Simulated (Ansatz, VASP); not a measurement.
# Nb in VASP and in Ansatz

```
Nb
1.0
     0.00000    2.11500    2.11500
     2.16787    0.00000    2.11500
     2.16787    2.11500    0.00000
Nb
1
Direct
  0.00000 0.00000 0.00000
```

Change from the starting cell: strain +0.0250 x Voigt [1, 0, 0, 0, 0, 0], atoms carried along.

Alike in both runs: task single point; functional PBEsol; k mesh 20 × 20 × 20; occupations gaussian, width 0.15 eV; no spin polarisation.

```csv
,VASP,Ansatz
version,VASP 6.6.1,Ansatz 0.2.0
potentials or method,"VASP PAW PBE potentials, release 64 (Nb_sv), cutoff 500 eV","scalar-relativistic, plane waves, PAW"
valence electrons in the cell,13,13
```

Ansatz gave:

- gap on the k mesh at the Fermi level (eV): none
- pressure (GPa): -10.5
- traceless stress, the component that is largest in VASP (GPa): 3.82

**Question.** What did VASP give for the same quantities?

**Answer.** gap on the k mesh at the Fermi level (eV): none; pressure (GPa): -10.8; traceless stress, the component that is largest in VASP (GPa): 3.80.

VASP's potentials were made for PBE, not for PBEsol. A gap of «none» marks a metal or a gap that the smearing closes.
